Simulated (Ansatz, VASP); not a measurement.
## TiSi2: VASP beside Ansatz

The input INCAR:

```
PREC     = Accurate       # precision mode
ENCUT    = 520            # plane-wave cutoff, eV
EDIFF    = 1E-8           # SCF threshold, eV
ISMEAR   = -1             # smearing method
SIGMA    = 0.08           # smearing width, eV
LREAL    = F              # projectors in reciprocal space
LASPH    = T              # aspherical terms in the spheres
NELM     = 80             # most SCF steps
ALGO     = Normal         # electronic algorithm
ISIF     = 2              # what is computed and relaxed
LWAVE    = F              # write WAVECAR
LCHARG   = F              # write CHGCAR
GGA      = PE             # functional
LEFG     = T            
NBANDS   = 29             # bands
```

Contents of KPOINTS:

```
regular mesh
0
Gamma
  8 8 8
```

File POSCAR:

```
TiSi2
1.0
   -0.0837950000      4.0753850000      4.2203200000
    2.3438850000     -0.0664800000      4.2376350000
    2.3453200000      4.0941350000     -0.0650450000
Ti Si
2 4
Direct
    0.7500000000      0.7500000000      0.7500000000
    0.5000000000      0.5000000000      0.5000000000
    0.0830000000      0.4170000000      0.0830000000
    0.4170000000      0.0830000000      0.4170000000
    0.1670000000      0.8330000000      0.1670000000
    0.8330000000      0.1670000000      0.8330000000
```

Input for Ansatz:

```yaml
crystal:
  lattice:
    - [-0.083795, 4.075385, 4.22032]
    - [2.343885, -0.06648, 4.237635]
    - [2.34532, 4.094135, -0.065045]
  atoms:
    - { symbol: Ti, position: [0.75, 0.75, 0.75] }
    - { symbol: Ti, position: [0.5, 0.5, 0.5] }
    - { symbol: Si, position: [0.083, 0.417, 0.083] }
    - { symbol: Si, position: [0.417, 0.083, 0.417] }
    - { symbol: Si, position: [0.167, 0.833, 0.167] }
    - { symbol: Si, position: [0.833, 0.167, 0.833] }
kpoints:
  mp_grid: { grid: [8, 8, 8] }
scf:
  occupations: { method: fermi_dirac, width: 0.08 }
hamiltonian:
  xc: pbe
  pseudopotentials: { kind: all_electron, datasets: crystal }
output:
  forces: true
  stress: true
  eigenvalues: true
  efg: { contact_densities: true }
```

Change from the starting cell: equal xy, yz and zx shear strains of -2 %, crystal datasets.

Alike in both runs: task electric field gradients; functional PBE; k mesh 8 × 8 × 8; occupations fermi-dirac, width 0.08 eV; no spin polarisation.

|  | VASP | Ansatz |
| --- | --- | --- |
| version | VASP 6.6.1 | Ansatz 0.2.0 |
| potentials or method | VASP PAW PBE potentials, release 64 (Ti_sv, Si), cutoff 520 eV | all-electron PAW with datasets made for the crystal, scalar-relativistic |

|  | VASP | Ansatz | Ansatz less VASP |
| --- | --- | --- | --- |
| pressure (GPa) | 2.5 | 2.5 | +0.04 |
| traceless stress, the component that is largest in VASP (GPa) | 3.18 | 3.18 | +0.002 |
| rms of the force components (eV/Å) | 0.135 | 0.135 | -0.0003 |
| size of Vzz on the site where it differs most (V/Å²) | 37.9 | 37.0 | -0.94 |

Atom by atom the forces differ by 0.001 eV/Å (rms over components). Ansatz ran all-electron here, and VASP with PAW potentials.
